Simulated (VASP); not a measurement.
# PbS (P-6m2) in VASP: settings compared

The runs below take PbS through single point, with LDA, PBEsol, PBE.

All numbers are computed with VASP 6.6.1; they aren't measurements. Logs are shortened: lines on timing, memory, paths and dates and some standing lists are left out, and cuts for length are marked.

## (1) The cell of the first run

It takes space group P-6m2 (No. 187, hexagonal). Conventional cell: a = 4.170 Å, b = 4.170 Å, c = 3.862 Å, α = 90.00°, β = 90.00°, γ = 120.00°. Pb (site symmetry -6m2) has 6 S at 3.09 Å and 2 Pb at 3.86 Å within 4.1 Å. S (site symmetry -6m2) has 6 Pb at 3.09 Å and 2 S at 3.86 Å within 4.1 Å.

## (2) Single point, LDA (volume scaled by 1.06)

INCAR

```
SYSTEM = PbS
PREC     = Accurate       ! precision mode
ENCUT    = 520            ! plane-wave cutoff, eV
EDIFF    = 1E-7           ! SCF threshold, eV
ISMEAR   = -1             ! smearing method
SIGMA    = 0.05           ! smearing width, eV
LREAL    = .False.        ! projectors in reciprocal space
LASPH    = .True.         ! aspherical terms in the spheres
NELM     = 100            ! most SCF steps
ALGO     = Normal         ! electronic algorithm
ISIF     = 2              ! what is computed and relaxed
LWAVE    = .False.        ! write WAVECAR
LCHARG   = .False.        ! write CHGCAR
NBANDS   = 17             ! bands
```

KPOINTS

```
regular mesh
0
Gamma
  8 8 7
  0 0 0
```

POSCAR

```
PbS
1.0
    4.1699082012      0.0000000000      0.0000000000
   -2.0849541005      3.6112464337      0.0000000000
    0.0000000000      0.0000000000      3.8624636467
Pb S
1 1
Direct
    0.0000000000      0.0000000000      0.0000000000
    0.6666666667      0.3333333333      0.5000000000
```

Potentials or basis: VASP PAW LDA potentials, release 64 (Pb_d, S).

On the command line:

```console
$ cat potpaw_LDA.64/Pb_d/POTCAR potpaw_LDA.64/S/POTCAR > POTCAR
$ mpirun -np 1 vasp_std > vasp.out
```

OUTCAR:

```text
SYSTEM = PbS
   PREC = Accurate
   ENCUT = 520
   EDIFF = 1E-7
   ISMEAR = -1
   LREAL = .False.
   LASPH = .True.
   NELM = 100
   ISIF = 2

 ion  position               nearest neighbor table
   1  0.000  0.000  0.000-   2 3.09   2 3.09   2 3.09   2 3.09   2 3.09   2 3.09
   2  0.667  0.333  0.500-   1 3.09   1 3.09   1 3.09   1 3.09   1 3.09   1 3.09

  LATTYP: Found a hexagonal cell.
 ALAT       =     4.1699082012
 C/A-ratio  =     0.9262706660

  Lattice vectors:

 A1 = (   4.1699082012,   0.0000000000,   0.0000000000)
 A2 = (  -2.0849541005,   3.6112464337,   0.0000000000)
 A3 = (   0.0000000000,   0.0000000000,   3.8624636467)

Analysis of symmetry for initial positions (statically):
=====================================================================
 Subroutine PRICEL returns:
 Original cell was already a primitive cell.

 Routine SETGRP: Setting up the symmetry group for a
 hexagonal supercell.

 Subroutine GETGRP returns: Found 12 space group operations
 (whereof 12 operations were pure point group operations)
 out of a pool of 24 trial point group operations.

The static configuration has the point symmetry D_3h.

Analysis of symmetry for dynamics (positions and initial velocities):
=====================================================================
 Subroutine PRICEL returns:
 Original cell was already a primitive cell.

 Routine SETGRP: Setting up the symmetry group for a
 hexagonal supercell.

 Subroutine GETGRP returns: Found 12 space group operations
 (whereof 12 operations were pure point group operations)
 out of a pool of 24 trial point group operations.

The dynamic configuration has the point symmetry D_3h.

 Subroutine INISYM returns: Found 12 space group operations
 (whereof 12 operations are pure point group operations),
 and found     1 'primitive' translations

----------------------------------------------------------------------------------------

                                     Primitive cell

  volume of cell :      58.1632

  direct lattice vectors                    reciprocal lattice vectors
     4.169908201  0.000000000  0.000000000     0.239813433  0.138456350  0.000000000
    -2.084954101  3.611246434  0.000000000     0.000000000  0.276912700  0.000000000
     0.000000000  0.000000000  3.862463647     0.000000000  0.000000000  0.258902113

  length of vectors
     4.169908201  4.169908201  3.862463647     0.276912700  0.276912700  0.258902113

  position of ions in fractional coordinates (direct lattice)
     0.000000000  0.000000000  0.000000000
     0.666666667  0.333333333  0.500000000

  ion indices of the primitive-cell ions
   primitive index   ion index
                 1           1
                 2           2

----------------------------------------------------------------------------------------

 KPOINTS: regular mesh

Automatic generation of k-mesh.
 Grid dimensions read from file:
 generate k-points for:    8    8    7

 Generating k-lattice:

  Cartesian coordinates                     Fractional coordinates (reciprocal lattice)
     0.029976679  0.017307044  0.000000000     0.125000000 -0.000000000  0.000000000
     0.000000000  0.034614087  0.000000000     0.000000000  0.125000000  0.000000000
     0.000000000  0.000000000  0.036986016     0.000000000  0.000000000  0.142857143

  Length of vectors
     0.034614087  0.034614087  0.036986016

  Shift w.r.t. Gamma in fractional coordinates (k-lattice)
     0.000000000  0.000000000  0.000000000

 Subroutine IBZKPT returns following result:
 ===========================================

 Found     40 irreducible k-points:

 Following reciprocal coordinates:
            Coordinates               Weight
  0.000000  0.000000  0.000000      1.000000
  0.125000 -0.000000  0.000000      6.000000
  0.250000 -0.000000  0.000000      6.000000
  0.375000  0.000000  0.000000      6.000000
  0.500000 -0.000000  0.000000      3.000000
  0.125000  0.125000  0.000000      6.000000
[... 16 lines left out ...]
  0.250000 -0.000000  0.285714     12.000000
  0.375000  0.000000  0.285714     12.000000
 [... further k-points ...]
   k-points           NKPTS =     40   k-points in BZ     NKDIM =     40   number of bands    NBANDS=     17
   number of dos      NEDOS =    301   number of ions     NIONS =      2
   total plane-waves  NPLWV =  30720
   dimension x,y,z NGX =    32 NGY =   32 NGZ =   30
   dimension x,y,z NGXF=    64 NGYF=   64 NGZF=   60
   ions per type =               1   1
   NGX,Y,Z   is equivalent  to a cutoff of  12.76, 12.76, 12.91 a.u.
   NGXF,Y,Z  is equivalent  to a cutoff of  25.52, 25.52, 25.82 a.u.
 SYSTEM =  PbS
   PREC   = accura    normal or accurate (medium, high low for compatibility)
   ISTART =      0    job   : 0-new  1-cont  2-samecut
   ICHARG =      2    charge: 1-file 2-atom 10-const
   ISPIN  =      1    spin polarized calculation?
   LNONCOLLINEAR =      F non collinear calculations
   LSORBIT =      F    spin-orbit coupling
   LASPH  =      T    aspherical Exc in radial PAW
   ENCUT  =  520.0 eV  38.22 Ry    6.18 a.u.   7.75  7.75  7.18*2*pi/ulx,y,z
   NELM   =    100;   NELMIN=  2; NELMDL= -5     # of ELM steps
   EDIFF  = 0.1E-06   stopping-criterion for ELM
   LREAL  =      F    real-space projection
   EDIFFG = 0.1E-05   stopping-criterion for IOM
   NSW    =      0    number of steps for IOM
   IBRION =     -1    ionic relax: 0-MD 1-quasi-New 2-CG
   NFREE  =      0    steps in history (QN), initial steepest desc. (CG)
   ISIF   =      2    stress and relaxation
   ISYM   =      2    0-nonsym 1-usesym 2-fastsym
   POTIM  = 0.5000    time-step for ionic-motion
   TEBEG  =    0.0;   TEEND  =   0.0 temperature during run
   PSTRESS=    0.0 pullay stress
   NELECT =      20.0000    total number of electrons
   NUPDOWN=      -1.0000    fix difference up-down
   EMIN   =  10.00;   EMAX   =-10.00  energy-range for DOS
   EFERMI =   0.00;   METHOD = LEGACY
   ISMEAR =    -1;   SIGMA  =   0.05  broadening in eV -4-tet -1-fermi 0-gaus
   EFERMI_NEDOS =   21; number of points for ismear=-14 and -15
   IALGO  =     38    algorithm
   IMIX   =      4    mixing-type and parameters
     AMIX     =   0.40;   BMIX     =  1.00
     AMIX_MAG =   1.60;   BMIX_MAG =  1.00
  volume/ion in A,a.u.               =      29.08       196.25
  Fermi-wavevector in a.u.,A,eV,Ry     =   1.146926  2.167376 17.897645  1.315440
  Thomas-Fermi vector in A             =   2.283608
   LORBIT       =      0    0 simple, 1 ext, 2 COOP (PROOUT), +10 PAW based schemes
   GGA     = CA    functional components
   LHFCALC =     F    Hartree Fock is set to
   AEXX    =    0.0000 exact exchange contribution
   IVDW    =     0    specifies the selected vdW correction
   LEPSILON=     F    determine dielectric tensor
   LRPA    =     F    only Hartree local field effects (RPA)
 non-spin polarized calculation
  energy-cutoff  :      520.00
  volume of cell :       58.16
 maximum number of plane-waves:      1605
 NGX is ok and might be reduce to    32
   NGX = 15   NGY = 15   NGZ = 15

 number of electron      20.0000002 magnetization

 Free energy of the ion-electron system (eV)
  ---------------------------------------------------
  ext. energy  EPLUGINS =         0.00000000
  ---------------------------------------------------
  free energy    TOTEN  =        -9.56941309 eV

  energy without entropy =       -9.56863732  energy(sigma->0) =       -9.56902521

 E-fermi :   4.2916     XC(G=0):  -9.5304

 val. band max:        4.1638153662   @ k =   0.3750   0.2500   0.0000
 cond. band min:       4.4554716561   @ k =   0.3750   0.2500   0.4286
 fundamental gap:      0.2916562899
 Fermi energy:         4.2915920814

 k-point     1 :       0.0000    0.0000    0.0000
  band No.  band energies     occupation
      1     -12.5003      2.00000
      2     -12.4908      2.00000
      3     -12.4908      2.00000
      4     -12.4025      2.00000
      5     -12.4025      2.00000
      6      -8.4048      2.00000
[... 9 lines left out ...]
     16      14.9985      0.00000
     17      14.9985      0.00000

 k-point     2 :       0.1250   -0.0000    0.0000
  band No.  band energies     occupation
      1     -12.4981      2.00000
      2     -12.4920      2.00000
      3     -12.4832      2.00000
      4     -12.4062      2.00000
      5     -12.4033      2.00000
      6      -8.2934      2.00000
[... 9 lines left out ...]
     16      14.1696      0.00000
     17      14.7934      0.00000

 k-point     3 :       0.2500   -0.0000    0.0000
  band No.  band energies     occupation
      1     -12.5047      2.00000
      2     -12.4830      2.00000
      3     -12.4649      2.00000
      4     -12.4153      2.00000
      5     -12.4052      2.00000
      6      -7.9888      2.00000
[... 9 lines left out ...]
     16      14.6771      0.00000
     17      14.9195      0.00000

 k-point     4 :       0.3750    0.0000    0.0000
  band No.  band energies     occupation
      1     -12.5134      2.00000
      2     -12.4724      2.00000
      3     -12.4464      2.00000
      4     -12.4243      2.00000
      5     -12.4072      2.00000
      6      -7.6080      2.00000
[... 9 lines left out ...]
     16      15.1388      0.00000
     17      15.2621      0.00000

 k-point     5 :       0.5000   -0.0000    0.0000
  band No.  band energies     occupation
      1     -12.5171      2.00000
      2     -12.4679      2.00000
      3     -12.4386      2.00000
      4     -12.4281      2.00000
      5     -12.4080      2.00000
      6      -7.4127      2.00000
[... 9 lines left out ...]
     16      15.1926      0.00000
     17      15.2028      0.00000

 k-point     6 :       0.1250    0.1250    0.0000
  band No.  band energies     occupation
      1     -12.4967      2.00000
      2     -12.4922      2.00000
      3     -12.4698      2.00000
      4     -12.4123      2.00000
      5     -12.4051      2.00000
      6      -8.0845      2.00000
[... 9 lines left out ...]
     16      14.2485      0.00000
     17      14.5939      0.00000

 k-point     7 :       0.2500    0.1250    0.0000
  band No.  band energies     occupation
      1     -12.5032      2.00000
      2     -12.4809      2.00000
      3     -12.4541      2.00000
      4     -12.4204      2.00000
      5     -12.4079      2.00000
      6      -7.7333      2.00000
[... 9 lines left out ...]
     16      14.4369      0.00000
     17      14.9465      0.00000

 k-point     8 :       0.3750    0.1250    0.0000
  band No.  band energies     occupation
      1     -12.5085      2.00000
      2     -12.4703      2.00000
      3     -12.4450      2.00000
      4     -12.4262      2.00000
      5     -12.4100      2.00000
      6      -7.4210      2.00000
[... 9 lines left out ...]
     16      14.0152      0.00000
     17      15.4347      0.00000
[... 203 lines left out ...]
      1     -12.4927      2.00000
      2     -12.4636      2.00000
      3     -12.4463      2.00000
      4     -12.4353      2.00000
      5     -12.4208      2.00000
      6      -7.3336      2.00000
[... 9 lines left out ...]
     16      14.9077      0.00000
     17      15.6227      0.00000

 k-point    20 :       0.3750    0.2500    0.1429
  band No.  band energies     occupation
      1     -12.4892      2.00000
      2     -12.4569      2.00000
      3     -12.4506      2.00000
      4     -12.4362      2.00000
      5     -12.4237      2.00000
      6      -7.1984      2.00000
[... 9 lines left out ...]
     16      14.2989      0.00000
     17      14.8689      0.00000

 k-point    21 :       0.0000    0.0000    0.2857
  band No.  band energies     occupation
      1     -12.4868      2.00000
      2     -12.4868      2.00000
      3     -12.4391      2.00000
      4     -12.4250      2.00000
      5     -12.4250      2.00000
      6      -7.8826      2.00000
[... 9 lines left out ...]
     16      12.5578      0.00000
     17      12.9635      0.00000

 k-point    22 :       0.1250   -0.0000    0.2857
  band No.  band energies     occupation
      1     -12.4888      2.00000
      2     -12.4795      2.00000
      3     -12.4353      2.00000
      4     -12.4319      2.00000
      5     -12.4262      2.00000
      6      -7.7855      2.00000
[... 9 lines left out ...]
     16      12.9441      0.00000
     17      13.7493      0.00000

 k-point    23 :       0.2500   -0.0000    0.2857
  band No.  band energies     occupation
      1     -12.4952      2.00000
      2     -12.4618      2.00000
      3     -12.4500      2.00000
      4     -12.4289      2.00000
      5     -12.4230      2.00000
      6      -7.5292      2.00000
[... 9 lines left out ...]
     16      13.3037      0.00000
     17      14.7651      0.00000

 k-point    24 :       0.3750    0.0000    0.2857
  band No.  band energies     occupation
      1     -12.5031      2.00000
      2     -12.4660      2.00000
      3     -12.4442      2.00000
      4     -12.4316      2.00000
      5     -12.4111      2.00000
      6      -7.2315      2.00000
[... 9 lines left out ...]
     16      14.5775      0.00000
     17      15.9773      0.00000

 [... further k-points ...]
[... 5 lines left out ...]
  --------------------------------------------------------------------------------------
  -------------------------------------------------------------------------------------
  Total       -2.1708685     -2.1708685     -2.7136122     -0.0000000      0.0000000      0.0000000
  in kB      -59.7992974    -59.7992974    -74.7498539     -0.0000000      0.0000000      0.0000000
  external PRESSURE =     -64.7828162 kB  Pullay stress =       0.0000000 kB

 VOLUME and BASIS-vectors are now :
 -----------------------------------------------------------------------------
  energy-cutoff  :      520.00
  volume of cell :       58.16
      direct lattice vectors                 reciprocal lattice vectors
     4.169908201  0.000000000  0.000000000     0.239813433  0.138456350  0.000000000
    -2.084954101  3.611246434  0.000000000     0.000000000  0.276912700  0.000000000
     0.000000000  0.000000000  3.862463647     0.000000000  0.000000000  0.258902113

 POSITION                                       TOTAL-FORCE (eV/Angst)
 -----------------------------------------------------------------------------------
      0.00000      0.00000      0.00000        -0.000000      0.000000      0.000000
      2.08495      1.20375      1.93123         0.000000     -0.000000      0.000000
 -----------------------------------------------------------------------------------
    total drift:                               -0.000000      0.000000      0.000000

  FREE ENERGIE OF THE ION-ELECTRON SYSTEM (eV)
  ---------------------------------------------------
  free  energy   TOTEN  =        -9.5694130881 eV

  energy  without entropy=       -9.5686373223  energy(sigma->0) =       -9.56902521
```

Wall time 45 s (1 thread of AMD EPYC 7R43 (Zen 3), shared host); peak memory 0.14 GiB.

What came out:

- Free energy: -9.5694 eV
- Pressure: -6.5 GPa
- Band gap on the k mesh: 0.29 eV, indirect (least direct gap 1.52 eV)

Caveat: the cell differs from its parent crystal (volume scaled by 1.06); spin-orbit coupling is left out, which moves the levels of the heavy elements. A k mesh can miss the band edges.

## (3) Single point, PBEsol (volume scaled by 1.06)

INCAR

```
SYSTEM = PbS
PREC = Accurate ; ENCUT = 520
EDIFF = 1E-7 ; ISMEAR = -1
SIGMA = 0.05 ; LREAL = .False.
LASPH = .True. ; NELM = 80
ALGO = Normal ; ISIF = 2
LWAVE = .False. ; LCHARG = .False.
GGA = PS ; NBANDS = 17
```

KPOINTS

```
Automatic mesh
0
Gamma
  8 8 7
  0 0 0
```

POSCAR is that of step 2.

Potentials or basis: VASP PAW PBE potentials, release 64 (Pb_d, S).

On the command line:

```console
$ cat potpaw_PBE.64/Pb_d/POTCAR potpaw_PBE.64/S/POTCAR > POTCAR
$ mpirun -np 1 vasp_std > vasp.out
```

Wall time 48 s (1 thread of AMD EPYC 7R43 (Zen 3), shared host); peak memory 0.16 GiB.

The run converged. Its results:

```
Free energy            : -9.1023 eV
Pressure               : -5.1 GPa
Band gap on the k mesh : 0.35 eV, indirect (least direct gap 1.56 eV)
```

Stress tensor (GPa, compression positive):
```
-4.68  0.00  0.00
 0.00 -4.68  0.00
 0.00  0.00 -5.96
```

Levels at points of the mesh, in eV from the valence-band top:
```tsv
k point	band 6	band 7	band 8	band 9	band 10	band 11	band 12	band 13	band 14	band 15
(0.00, 0.00, 0.00)	-12.60	-6.46	-1.80	-1.35	-1.35	3.51	3.51	5.45	6.25	6.92
(0.50, 0.00, 0.00)	-11.62	-8.15	-2.30	-1.61	-0.88	1.94	3.93	5.11	5.53	10.86
```

Caveat: the cell differs from its parent crystal (volume scaled by 1.06); the PAW data sets were made with another functional, which shifts forces and pressure a little; spin-orbit coupling is left out, which moves the levels of the heavy elements. A k mesh can miss the band edges.

## (4) Single point, PBE

This run uses another cell than the first one, of 27.44 Å³/atom, 0.943 times its volume.

INCAR

```
PREC     = Accurate       # precision mode
ENCUT    = 520            # plane-wave cutoff, eV
EDIFF    = 1E-6           # SCF threshold, eV
ISMEAR   = -1             # smearing method
SIGMA    = 0.05           # smearing width, eV
LREAL    = False          # projectors in reciprocal space
LASPH    = True           # aspherical terms in the spheres
NELM     = 60             # most SCF steps
ALGO     = Normal         # electronic algorithm
ISIF     = 2              # what is computed and relaxed
LWAVE    = False          # write WAVECAR
LCHARG   = True           # write CHGCAR
GGA      = PE             # functional
LELF     = True           # ELF
LVHAR    = True         
NBANDS   = 17             # bands
```

KPOINTS

```
regular mesh
0
Gamma
  4 4 4
```

POSCAR

```
PbS
1.0
    4.0896976867      0.0000000000      0.0000000000
   -2.0448488433      3.5417820905      0.0000000000
    0.0000000000      0.0000000000      3.7881670000
Pb S
1 1
Direct
    0.0000000000      0.0000000000      0.0000000000
    0.6666666667      0.3333333333      0.5000000000
```

On the command line:

```console
$ cat potpaw_PBE.64/Pb_d/POTCAR potpaw_PBE.64/S/POTCAR > POTCAR
$ mpirun -np 1 vasp_std > vasp.out
```

It took 11 s on 1 thread of Intel Xeon Platinum 8488C (Sapphire Rapids), shared host; peak memory 0.16 GiB.

Results (log left out):

```yaml
Free_energy: -8.5144 eV
Pressure: 0.0 GPa
Band_gap_on_the_k_mesh: 0.26 eV, indirect (least direct gap 0.88 eV)
```

Stress tensor (GPa, compression positive):
```
-0.30  0.00  0.00
 0.00 -0.30  0.00
 0.00  0.00  0.48
```

Levels at points of the mesh, in eV from the valence-band top:
```csv
k point,band 8,band 9,band 10,band 11,band 12,band 13
"(0.00, 0.00, 0.00)",-2.17,-1.69,-1.69,3.44,3.44,5.26
"(0.50, 0.00, 0.00)",-2.70,-1.81,-1.19,1.91,3.92,5.25
"(0.00, 0.00, 0.50)",-1.10,-1.10,0.00,0.88,3.85,3.85
"(0.50, 0.00, 0.50)",-4.07,-4.04,-1.43,2.11,2.76,2.79
```

Caveat: the k points lie up to 0.44 Å⁻¹ apart; spin-orbit coupling is left out, which moves the levels of the heavy elements.

## (5) Overview

```csv
level,potentials or basis,cell,k mesh,gap on the mesh (eV),pressure (GPa)
LDA,"VASP PAW LDA potentials, release 64 (Pb_d, S)","a = 4.170, b = 4.170, c = 3.862 Å, angles 90.0, 90.0, 120.0°, 2 atoms",8 × 8 × 7,0.29,-6.5
PBEsol,"VASP PAW PBE potentials, release 64 (Pb_d, S)","a = 4.170, b = 4.170, c = 3.862 Å, angles 90.0, 90.0, 120.0°, 2 atoms",8 × 8 × 7,0.35,-5.1
PBE,"VASP PAW PBE potentials, release 64 (Pb_d, S)","a = 4.090, b = 4.090, c = 3.788 Å, angles 90.0, 90.0, 120.0°, 2 atoms",4 × 4 × 4,0.26,0.0
```

Alike in all rows: task single point; no spin polarisation; cutoff (eV) 520; smearing fermi-dirac 0.05 eV.

Caveats: some runs use coarse meshes; spin-orbit coupling is left out, which moves the levels of the heavy elements; the PAW data sets were made with another functional, which shifts forces and pressure a little (some runs).

Absolute energies hang on the potentials; compare differences alone.
